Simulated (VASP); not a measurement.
# KCl (F-43m) in VASP: notebook, part 2 of 2

VASP 6.6.1.

## Step 4: Single point, PBE-based screened hybrid with 5 % exact exchange

File POSCAR:

```
KCl
1.0
    0.0000000000      3.5072828324      3.5072828324
    3.5072828324      0.0000000000      3.5072828324
    3.5072828324      3.5072828324      0.0000000000
K Cl
1 1
Direct
    0.0000000000      0.0000000000      0.0000000000
    0.2500000000      0.2500000000      0.2500000000
```

File INCAR.step1:

```
ALGO = Normal
EDIFF = 1E-5
ENCUT = 520
GGA = PE
ISIF = 2
ISMEAR = 0
LASPH = True
LCHARG = False
LREAL = False
LWAVE = True
NBANDS = 15
NELM = 60
PREC = Accurate
SIGMA = 0.01
```

File INCAR.step2:

```
AEXX = 0.05
ALGO = Normal
EDIFF = 1E-6
ENCUT = 520
GGA = PE
HFSCREEN = 0.3
ISIF = 2
ISMEAR = 0
ISTART = 1
LASPH = True
LCHARG = False
LHFCALC = True
LREAL = False
LWAVE = False
NBANDS = 15
NELM = 60
PREC = Accurate
PRECFOCK = Normal
SIGMA = 0.01
```

File KPOINTS:

```
k-points
0
Gamma
  4 4 4
```

Potentials or basis: VASP PAW PBE potentials, release 64 (K_sv, Cl).

The run is started by

```console
$ cat potpaw_PBE.64/K_sv/POTCAR potpaw_PBE.64/Cl/POTCAR > POTCAR
$ cp INCAR.step1 INCAR
$ mpirun -np 1 vasp_std > vasp.out
$ cp INCAR.step2 INCAR
$ mpirun -np 1 vasp_std > vasp.out
```

OUTCAR:

```text
AEXX = 0.05
   EDIFF = 1E-6
   ENCUT = 520
   GGA = PE
   HFSCREEN = 0.3
   ISIF = 2
   ISMEAR = 0
   ISTART = 1
   LASPH = True
   LHFCALC = True
   LREAL = False
   NELM = 60
   PREC = Accurate
   PRECFOCK = Normal

 ion  position               nearest neighbor table
   1  0.000  0.000  0.000-   2 3.04   2 3.04   2 3.04   2 3.04
   2  0.250  0.250  0.250-   1 3.04   1 3.04   1 3.04   1 3.04

  LATTYP: Found a face centered cubic cell.
 ALAT       =     7.0145656648

  Lattice vectors:

 A1 = (   0.0000000000,   3.5072828324,   3.5072828324)
 A2 = (   3.5072828324,   0.0000000000,   3.5072828324)
 A3 = (   3.5072828324,   3.5072828324,   0.0000000000)

Analysis of symmetry for initial positions (statically):
=====================================================================
 Subroutine PRICEL returns:
 Original cell was already a primitive cell.

 Routine SETGRP: Setting up the symmetry group for a
 face centered cubic supercell.

 Subroutine GETGRP returns: Found 24 space group operations
 (whereof 24 operations were pure point group operations)
 out of a pool of 48 trial point group operations.

The static configuration has the point symmetry T_d .

Analysis of symmetry for dynamics (positions and initial velocities):
=====================================================================
 Subroutine PRICEL returns:
 Original cell was already a primitive cell.

 Routine SETGRP: Setting up the symmetry group for a
 face centered cubic supercell.

 Subroutine GETGRP returns: Found 24 space group operations
 (whereof 24 operations were pure point group operations)
 out of a pool of 48 trial point group operations.

The dynamic configuration has the point symmetry T_d .

 Subroutine INISYM returns: Found 24 space group operations
 (whereof 24 operations are pure point group operations),
 and found     1 'primitive' translations

----------------------------------------------------------------------------------------

                                     Primitive cell

  volume of cell :      86.2864

  direct lattice vectors                    reciprocal lattice vectors
     0.000000000  3.507282832  3.507282832    -0.142560502  0.142560502  0.142560502
     3.507282832  0.000000000  3.507282832     0.142560502 -0.142560502  0.142560502
     3.507282832  3.507282832  0.000000000     0.142560502  0.142560502 -0.142560502

  length of vectors
     4.960046949  4.960046949  4.960046949     0.246922032  0.246922032  0.246922032

  position of ions in fractional coordinates (direct lattice)
     0.000000000  0.000000000  0.000000000
     0.250000000  0.250000000  0.250000000

  ion indices of the primitive-cell ions
   primitive index   ion index
                 1           1
                 2           2

----------------------------------------------------------------------------------------

 KPOINTS: k-points

Automatic generation of k-mesh.
 Grid dimensions read from file:
 generate k-points for:    4    4    4

 Generating k-lattice:

  Cartesian coordinates                     Fractional coordinates (reciprocal lattice)
    -0.035640125  0.035640125  0.035640125     0.250000000  0.000000000  0.000000000
[... 32 lines left out ...]
 SYSTEM =  unknown system
   PREC   = accura    normal or accurate (medium, high low for compatibility)
   ISTART =      1    job   : 0-new  1-cont  2-samecut
   ICHARG =      0    charge: 1-file 2-atom 10-const
   ISPIN  =      1    spin polarized calculation?
   LNONCOLLINEAR =      F non collinear calculations
   LSORBIT =      F    spin-orbit coupling
   LASPH  =      T    aspherical Exc in radial PAW
   ENCUT  =  520.0 eV  38.22 Ry    6.18 a.u.   9.22  9.22  9.22*2*pi/ulx,y,z
   NELM   =     60;   NELMIN=  2; NELMDL=  0     # of ELM steps
   EDIFF  = 0.1E-05   stopping-criterion for ELM
   LREAL  =      F    real-space projection
   EDIFFG = 0.1E-04   stopping-criterion for IOM
   NSW    =      0    number of steps for IOM
   IBRION =     -1    ionic relax: 0-MD 1-quasi-New 2-CG
   NFREE  =      0    steps in history (QN), initial steepest desc. (CG)
   ISIF   =      2    stress and relaxation
   ISYM   =      3    0-nonsym 1-usesym 2-fastsym
   POTIM  = 0.5000    time-step for ionic-motion
   TEBEG  =    0.0;   TEEND  =   0.0 temperature during run
   PSTRESS=    0.0 pullay stress
   NELECT =      16.0000    total number of electrons
   NUPDOWN=      -1.0000    fix difference up-down
   EMIN   =  10.00;   EMAX   =-10.00  energy-range for DOS
   EFERMI =   0.00;   METHOD = LEGACY
   ISMEAR =     0;   SIGMA  =   0.01  broadening in eV -4-tet -1-fermi 0-gaus
   EFERMI_NEDOS =   21; number of points for ismear=-14 and -15
   IALGO  =     38    algorithm
   IMIX   =      1    mixing-type and parameters
     AMIX     =   0.40;   BMIX     =  1.00
     AMIX_MAG =   1.60;   BMIX_MAG =  1.00
  volume/ion in A,a.u.               =      43.14       291.14
  Fermi-wavevector in a.u.,A,eV,Ry     =   0.933542  1.764139 11.857496  0.871501
  Thomas-Fermi vector in A             =   2.060255
   LORBIT       =      0    0 simple, 1 ext, 2 COOP (PROOUT), +10 PAW based schemes
   GGA     = PE    functional components
   LHFCALC =     T    Hartree Fock is set to
   PRECFOCK=normal    Normal, Fast or Accurate (Low or Medium for compatibility)
   ENCUT4O =  -1.0   cutoff for four orbital integrals eV
   NKREDX  =     1    reduce k-point grid by
   NKREDY  =     1    reduce k-point grid by
   NKREDZ  =     1    reduce k-point grid by
   AEXX    =    0.0500 exact exchange contribution
   HFSCREEN=    0.3000 screening length (either q_TF or 0.3 A-1)
   HFSCREENC=   0.3000 screening length for correlation (either q_TF or 0.3 A-1)
   ENCUTFOCK=  -1.0 apply spherical cutoff to Coloumb kernel
   IVDW    =     0    specifies the selected vdW correction
   LEPSILON=     F    determine dielectric tensor
   LRPA    =     F    only Hartree local field effects (RPA)
 non-spin polarized calculation
 Gauss-broadening in eV      SIGMA  =   0.01
  energy-cutoff  :      520.00
  volume of cell :       86.29
 maximum number of plane-waves:      2346
 NGX is ok and might be reduce to    40
  NGX = 28; NGY = 28; NGZ = 28

 number of electron      16.0000000 magnetization

 Free energy of the ion-electron system (eV)
  ---------------------------------------------------
  ext. energy  EPLUGINS =         0.00000000
  ---------------------------------------------------
  free energy    TOTEN  =        -6.79000577 eV

  energy without entropy =       -6.79000577  energy(sigma->0) =       -6.79000577

 E-fermi :  -3.2466     XC(G=0):  -5.9508

 val. band max:       -3.3736009785   @ k =   0.5000   0.5000   0.0000
 cond. band min:       1.5989150899   @ k =   0.0000   0.0000   0.0000
 fundamental gap:      4.9725160684
 Fermi energy:        -3.2466440518

 k-point     1 :       0.0000    0.0000    0.0000
  band No.  band energies     occupation
      1     -31.0230      2.00000
      2     -15.3365      2.00000
      3     -14.2521      2.00000
      4     -14.2521      2.00000
      5     -14.2521      2.00000
      6      -3.4111      2.00000
      7      -3.4111      2.00000
      8      -3.4111      2.00000
      9       1.5989      0.00000
     10       6.2626      0.00000
     11       6.2626      0.00000
     12       7.2587      0.00000
     13       7.2587      0.00000
     14       7.2587      0.00000
[... 113 lines left out ...]
      2     -15.5587      2.00000
      3     -14.2888      2.00000
      4     -14.2783      2.00000
      5     -13.9691      2.00000
      6      -3.6087      2.00000
      7      -3.5474      2.00000
      8      -3.3783      2.00000
      9       3.7149      0.00000
     10       4.5253      0.00000
     11       6.6269      0.00000
     12       6.6623      0.00000
     13       6.9407      0.00000
     14       7.3665      0.00000
     15       8.0786      0.00000

------------------------ aborting loop because EDIFF is reached ----------------------------------------

  FORCE on cell =-STRESS in cart. coord.  units (eV):
  Direction    XX          YY          ZZ          XY          YZ          ZX
  --------------------------------------------------------------------------------------
  -------------------------------------------------------------------------------------
  Total        0.1460184      0.1460184      0.1460184     -0.0000000     -0.0000000      0.0000000
  in kB        2.7112898      2.7112898      2.7112898     -0.0000000     -0.0000000      0.0000000
  external PRESSURE =       2.7112898 kB  Pullay stress =       0.0000000 kB

 VOLUME and BASIS-vectors are now :
 -----------------------------------------------------------------------------
  energy-cutoff  :      520.00
  volume of cell :       86.29
      direct lattice vectors                 reciprocal lattice vectors
     0.000000000  3.507282832  3.507282832    -0.142560502  0.142560502  0.142560502
     3.507282832  0.000000000  3.507282832     0.142560502 -0.142560502  0.142560502
     3.507282832  3.507282832  0.000000000     0.142560502  0.142560502 -0.142560502

 POSITION                                       TOTAL-FORCE (eV/Angst)
 -----------------------------------------------------------------------------------
      0.00000      0.00000      0.00000        -0.000000     -0.000000     -0.000000
      1.75364      1.75364      1.75364         0.000000      0.000000      0.000000
 -----------------------------------------------------------------------------------
    total drift:                               -0.000005      0.000001     -0.000000

  FREE ENERGIE OF THE ION-ELECTRON SYSTEM (eV)
  ---------------------------------------------------
  free  energy   TOTEN  =        -6.7900057690 eV

  energy  without entropy=       -6.7900057690  energy(sigma->0) =       -6.79000577
```

OUTCAR.step1:

```text
EDIFF = 1E-5
   ENCUT = 520
   GGA = PE
   ISIF = 2
   ISMEAR = 0
[... 347 lines left out ...]
 -----------------------------------------------------------------------------------
      0.00000      0.00000      0.00000         0.000000      0.000000      0.000000
      1.75364      1.75364      1.75364        -0.000000     -0.000000     -0.000000
 -----------------------------------------------------------------------------------
    total drift:                               -0.000000     -0.000000     -0.000000

  FREE ENERGIE OF THE ION-ELECTRON SYSTEM (eV)
  ---------------------------------------------------
  free  energy   TOTEN  =        -6.6185806105 eV

  energy  without entropy=       -6.6185806105  energy(sigma->0) =       -6.61858061
```

OSZICAR.step1:

```text
N       E                     dE             d eps       ncg     rms          rms(c)
DAV:   1     0.985065764596E+02    0.98507E+02   -0.67432E+03   240   0.916E+02
DAV:   2     0.132350873722E+01   -0.97183E+02   -0.89842E+02   311   0.217E+02
DAV:   3    -0.674218385242E+01   -0.80657E+01   -0.80306E+01   331   0.542E+01
DAV:   4    -0.709943605424E+01   -0.35725E+00   -0.35714E+00   391   0.102E+01
DAV:   5    -0.710223105447E+01   -0.27950E-02   -0.27949E-02   331   0.101E+00    0.348E+00
DAV:   6    -0.663222646110E+01    0.47000E+00   -0.70216E-01   310   0.376E+00    0.271E+00
DAV:   7    -0.659050780979E+01    0.41719E-01   -0.18840E-01   338   0.213E+00    0.164E+00
DAV:   8    -0.661366963013E+01   -0.23162E-01   -0.29103E-02   303   0.116E+00    0.308E-01
DAV:   9    -0.661588634036E+01   -0.22167E-02   -0.23423E-03   317   0.260E-01    0.164E-01
DAV:  10    -0.661852879993E+01   -0.26425E-02   -0.18382E-03   240   0.262E-01    0.322E-02
DAV:  11    -0.661856765839E+01   -0.38858E-04   -0.67044E-05   319   0.529E-02    0.769E-03
DAV:  12    -0.661858015552E+01   -0.12497E-04   -0.11178E-05   223   0.271E-02    0.731E-03
DAV:  13    -0.661858061053E+01   -0.45501E-06   -0.15658E-06   267   0.101E-02
   1 F= -.66185806E+01 E0= -.66185806E+01  d E =-.464667E-26
```

It took 4.3 min on 1 thread of AMD EPYC 9R45 (Zen 5), shared host; peak memory 0.32 GiB.

Results:

| Item | Value |
| --- | --- |
| Free energy | -6.7900 eV |
| Pressure | 0.3 GPa |
| Band gap on the k mesh | 4.97 eV (least direct gap 5.01 eV) |

Caveat: the structure was generated, so it needn't be the stable form of KCl; the PAW data sets were made with another functional, which shifts forces and pressure a little.

## Step 5: The runs side by side

```csv
level,share of exact exchange,screening parameter,gap on the mesh (eV),pressure (GPa)
HSE06,0.25,0.2079 1/Å,6.02,0.2
PBE-based screened hybrid with 50 % exact exchange,0.5,0.5 1/Å,6.06,0.0
PBE-based screened hybrid with 5 % exact exchange,0.05,0.3 1/Å,4.97,0.3
```

Alike in all rows: task single point; potentials or basis VASP PAW PBE potentials, release 64 (K_sv, Cl); no spin polarisation; cell as given; k mesh 4 × 4 × 4; cutoff (eV) 520; smearing gaussian 0.01 eV.

On the cell as given the gap runs from 4.97 eV (PBE-based screened hybrid with 5 % exact exchange) to 6.06 eV (PBE-based screened hybrid with 50 % exact exchange).

Caveats: the structure was generated, so it needn't be the stable form of KCl; the PAW data sets were made with another functional, which shifts forces and pressure a little.

Absolute energies hang on the potentials; compare differences alone.
